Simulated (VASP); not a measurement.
# AgI (F-43m) in VASP: further runs, part 2 of 3

VASP 6.6.1. Earlier steps stand in the parts before.

### Step 3. Single point, r2SCAN

File POSCAR:

```
AgI
1.0
    0.0000000000      3.2365000000      3.2365000000
    3.2365000000      0.0000000000      3.2365000000
    3.2365000000      3.2365000000      0.0000000000
Ag I
1 1
Direct
    0.0000000000      0.0000000000      0.0000000000
    0.7500000000      0.7500000000      0.7500000000
```

File INCAR.step1:

```
  PREC = Accurate
  ENCUT = 550
  ISMEAR = 0
  SIGMA = 0.01
  LREAL = F
  LASPH = T
  NELM = 120
  NBANDS = 16
  GGA = PE
  ALGO = Normal
  EDIFF = 1E-5
  LWAVE = T
  LCHARG = F
  GGA_COMPAT = F
```

File INCAR.step2:

```
  PREC = Accurate
  ENCUT = 550
  EDIFF = 1E-6
  ISMEAR = 0
  SIGMA = 0.01
  LREAL = F
  LASPH = T
  NELM = 120
  ALGO = Normal
  ISIF = 2
  LWAVE = F
  LCHARG = F
  METAGGA = R2SCAN
  LMIXTAU = T
  NBANDS = 16
  ISTART = 1
  GGA_COMPAT = F
```

File KPOINTS:

```
Automatic mesh
0
Gamma
  3 3 3
```

Potentials or basis: VASP PAW PBE potentials, release 64 (Ag, I).

The run is started by

```console
$ cat potpaw_PBE.64/Ag/POTCAR potpaw_PBE.64/I/POTCAR > POTCAR
$ cp INCAR.step1 INCAR
$ mpirun -np 1 vasp_std > vasp.out
$ cp INCAR.step2 INCAR
$ mpirun -np 1 vasp_std > vasp.out
```

OUTCAR:

```text
PREC = Accurate
   ENCUT = 550
   EDIFF = 1E-6
   ISMEAR = 0
   LREAL = F
   LASPH = T
   NELM = 120
   ISIF = 2
   METAGGA = R2SCAN
   ISTART = 1

 ion  position               nearest neighbor table
   1  0.000  0.000  0.000-   2 2.80   2 2.80   2 2.80   2 2.80
   2  0.750  0.750  0.750-   1 2.80   1 2.80   1 2.80   1 2.80

  LATTYP: Found a face centered cubic cell.
 ALAT       =     6.4730000000

  Lattice vectors:

 A1 = (   0.0000000000,   3.2365000000,   3.2365000000)
 A2 = (   3.2365000000,   0.0000000000,   3.2365000000)
 A3 = (   3.2365000000,   3.2365000000,   0.0000000000)

Analysis of symmetry for initial positions (statically):
=====================================================================
 Subroutine PRICEL returns:
 Original cell was already a primitive cell.

 Routine SETGRP: Setting up the symmetry group for a
 face centered cubic supercell.

 Subroutine GETGRP returns: Found 24 space group operations
 (whereof 24 operations were pure point group operations)
 out of a pool of 48 trial point group operations.

The static configuration has the point symmetry T_d .

Analysis of symmetry for dynamics (positions and initial velocities):
=====================================================================
 Subroutine PRICEL returns:
 Original cell was already a primitive cell.

 Routine SETGRP: Setting up the symmetry group for a
 face centered cubic supercell.

 Subroutine GETGRP returns: Found 24 space group operations
 (whereof 24 operations were pure point group operations)
 out of a pool of 48 trial point group operations.

The dynamic configuration has the point symmetry T_d .

 Subroutine INISYM returns: Found 24 space group operations
 (whereof 24 operations are pure point group operations),
 and found     1 'primitive' translations
[... 87 lines left out ...]
   EMIN   =  10.00;   EMAX   =-10.00  energy-range for DOS
   EFERMI =   0.00;   METHOD = LEGACY
   ISMEAR =     0;   SIGMA  =   0.01  broadening in eV -4-tet -1-fermi 0-gaus
   EFERMI_NEDOS =   21; number of points for ismear=-14 and -15
   IALGO  =     38    algorithm
   IMIX   =      4    mixing-type and parameters
     AMIX     =   0.40;   BMIX     =  1.00
     AMIX_MAG =   1.60;   BMIX_MAG =  1.00
  volume/ion in A,a.u.               =      33.90       228.78
  Fermi-wavevector in a.u.,A,eV,Ry     =   1.052156  1.988286 15.062083  1.107032
  Thomas-Fermi vector in A             =   2.187227
   LORBIT       =      0    0 simple, 1 ext, 2 COOP (PROOUT), +10 PAW based schemes
   METAGGA = R2SCAN    functional components
   LHFCALC =     F    Hartree Fock is set to
   AEXX    =    0.0000 exact exchange contribution
   IVDW    =     0    specifies the selected vdW correction
   LEPSILON=     F    determine dielectric tensor
   LRPA    =     F    only Hartree local field effects (RPA)
 non-spin polarized calculation
 Gauss-broadening in eV      SIGMA  =   0.01
  energy-cutoff  :      550.00
  volume of cell :       67.80
 maximum number of plane-waves:      1994
   NGX = 17   NGY = 17   NGZ = 17

 number of electron      17.9999998 magnetization

 Free energy of the ion-electron system (eV)
  ---------------------------------------------------
  ext. energy  EPLUGINS =         0.00000000
  ---------------------------------------------------
  free energy    TOTEN  =       -46.42159172 eV

  energy without entropy =      -46.42159172  energy(sigma->0) =      -46.42159172

 E-fermi :   3.0730     XC(G=0):  -8.9776

 val. band max:        3.0227603806   @ k =   0.0000   0.0000   0.0000
 cond. band min:       4.8009762738   @ k =   0.0000   0.0000   0.0000
 fundamental gap:      1.7782158932
 Fermi energy:         3.0729612073

 k-point     1 :       0.0000    0.0000    0.0000
  band No.  band energies     occupation
      1     -10.2271      2.00000
      2      -1.3898      2.00000
      3      -1.3898      2.00000
      4      -1.3898      2.00000
      5      -0.1483      2.00000
      6      -0.1483      2.00000
[... 53 lines left out ...]
      3      -1.0357      2.00000
      4      -0.9023      2.00000
      5      -0.2344      2.00000
      6      -0.1405      2.00000
[... 8 lines left out ...]
     15      13.3354      0.00000
     16      16.3891      0.00000

------------------------ aborting loop because EDIFF is reached ----------------------------------------

  FORCE on cell =-STRESS in cart. coord.  units (eV):
  Direction    XX          YY          ZZ          XY          YZ          ZX
  --------------------------------------------------------------------------------------
  -------------------------------------------------------------------------------------
  Total        0.8704984      0.8704984      0.8704984      0.0000000      0.0000000     -0.0000000
  in kB       20.5694061     20.5694061     20.5694061      0.0000000      0.0000000     -0.0000000
  external PRESSURE =      20.5694061 kB  Pullay stress =       0.0000000 kB

 VOLUME and BASIS-vectors are now :
 -----------------------------------------------------------------------------
  energy-cutoff  :      550.00
  volume of cell :       67.80
      direct lattice vectors                 reciprocal lattice vectors
     0.000000000  3.236500000  3.236500000    -0.154487873  0.154487873  0.154487873
     3.236500000  0.000000000  3.236500000     0.154487873 -0.154487873  0.154487873
     3.236500000  3.236500000  0.000000000     0.154487873  0.154487873 -0.154487873

 POSITION                                       TOTAL-FORCE (eV/Angst)
 -----------------------------------------------------------------------------------
      0.00000      0.00000      0.00000         0.000000      0.000000     -0.000000
      4.85475      4.85475      4.85475        -0.000000     -0.000000      0.000000
 -----------------------------------------------------------------------------------
    total drift:                                0.000000      0.000000      0.000000

  FREE ENERGIE OF THE ION-ELECTRON SYSTEM (eV)
  ---------------------------------------------------
  free  energy   TOTEN  =       -46.4215917227 eV

  energy  without entropy=      -46.4215917227  energy(sigma->0) =      -46.42159172
```

OSZICAR.step1:

```text
N       E                     dE             d eps       ncg     rms          rms(c)
DAV:   1     0.948925240545E+02    0.94893E+02   -0.79249E+03   128   0.994E+02
DAV:   2    -0.141670937978E+01   -0.96309E+02   -0.88278E+02   152   0.198E+02
DAV:   3    -0.470775192634E+01   -0.32910E+01   -0.32837E+01   160   0.384E+01
DAV:   4    -0.475669585677E+01   -0.48944E-01   -0.48942E-01   200   0.441E+00
DAV:   5    -0.475681263476E+01   -0.11678E-03   -0.11678E-03   160   0.208E-01    0.512E+00
DAV:   6    -0.466032120827E+01    0.96491E-01   -0.25298E-01   160   0.705E+00    0.392E+00
DAV:   7    -0.465889632871E+01    0.14249E-02   -0.51623E-02   128   0.130E+00    0.174E+00
DAV:   8    -0.465944559458E+01   -0.54927E-03   -0.30040E-03   152   0.450E-01    0.296E-01
DAV:   9    -0.465974196946E+01   -0.29637E-03   -0.42944E-04   152   0.229E-01    0.663E-02
DAV:  10    -0.465980326447E+01   -0.61295E-04   -0.34397E-05   144   0.608E-02    0.238E-02
DAV:  11    -0.465985066547E+01   -0.47401E-04   -0.66537E-05   128   0.570E-02    0.207E-02
DAV:  12    -0.465984941887E+01    0.12466E-05   -0.26748E-06   128   0.167E-02
   1 F= -.46598494E+01 E0= -.46598494E+01  d E =-.842617E-12
```

Wall time 40 s (1 thread of Intel Xeon Platinum 8259CL at 2.50GHz (Skylake/Cascade Lake), shared host); peak memory 0.22 GiB.

Results:

```
Free energy            : -46.4216 eV
Pressure               : 2.1 GPa
Band gap on the k mesh : 1.78 eV
```

Levels at points of the mesh, in eV from the valence-band top:
```csv
k point,band 7,band 8,band 9,band 10,band 11,band 12
"(0.00, 0.00, 0.00)",0.00,0.00,0.00,1.78,6.20,6.20
```

Caveat: the k points lie up to 0.56 Å⁻¹ apart; the PAW data sets were made with another functional, which shifts forces and pressure a little; spin-orbit coupling is left out, which moves the levels of the heavy elements. r2SCAN opens gaps a little over a GGA but as a rule still falls short of measured ones.

(Continued in part 3 of 3.)
